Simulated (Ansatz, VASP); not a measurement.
One calculation of ReS3, two programs

```
Re S
1.0
    -2.46130    2.46130    2.46130
     2.46130   -2.46130    2.46130
     2.46130    2.46130   -2.46130
Re S
1 3
Direct
  0.00000 0.00000 0.00000
  0.00000 0.50000 0.50000
  0.50000 0.00000 0.50000
  0.50000 0.50000 0.00000
```

Alike in both runs: functional PBE; k mesh 6 × 6 × 6; occupations gaussian, width 0.1 eV; no spin polarisation.

Ansatz relaxed the structure, and its values are those at the end. VASP's run is a single point on that final structure, the one shown.

```csv
,VASP,Ansatz
version,VASP 6.6.1,Ansatz 0.2.0
potentials or method,"VASP PAW PBE potentials, release 64 (Re, S), cutoff 520 eV","scalar-relativistic, plane waves, PAW"
valence electrons in the cell,25,33
```

```tsv
	VASP	Ansatz	Ansatz less VASP
gap on the k mesh at the Fermi level (eV)	none	none	-
pressure (GPa)	0.3	0.1	-0.22
```

A gap of «none» marks a metal or a gap that the smearing closes. VASP's potentials hold 25 valence electrons a cell and Ansatz's 33, so a difference there can come from the potentials and not from the codes.

Neither program's run includes spin-orbit coupling.
